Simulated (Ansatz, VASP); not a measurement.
**Pt: VASP beside Ansatz**

```
CELL_PARAMETERS angstrom
0.00000 1.94743 1.94743
1.94743 0.00000 1.94743
1.94743 1.94743 0.00000
ATOMIC_POSITIONS crystal
Pt 0.00000 0.00000 0.00000
```

Alike in both runs: task single point; functional LDA; k mesh 14 × 14 × 14; occupations fermi-dirac, width 0.1 eV; no spin polarisation.

|  | VASP | Ansatz |
| --- | --- | --- |
| version | VASP 6.6.1 | Ansatz 0.2.0 |
| potentials or method | VASP PAW LDA potentials, release 64 (Pt), cutoff 520 eV | plane waves (420 eV) with PAW, scalar-relativistic |
| valence electrons in the cell | 10 | 18 |

```csv
,VASP,Ansatz,Ansatz less VASP
pressure (GPa),0.8,0.0,-0.76
```

Ansatz warns that its potentials were made for another functional, while VASP's fit it. LDA's correlation is that of Perdew and Zunger in VASP and of Perdew and Wang (1992) in Ansatz. VASP's potentials hold 10 valence electrons a cell and Ansatz's 18, so a difference there can come from the potentials and not from the codes.

Spin-orbit coupling is off throughout.
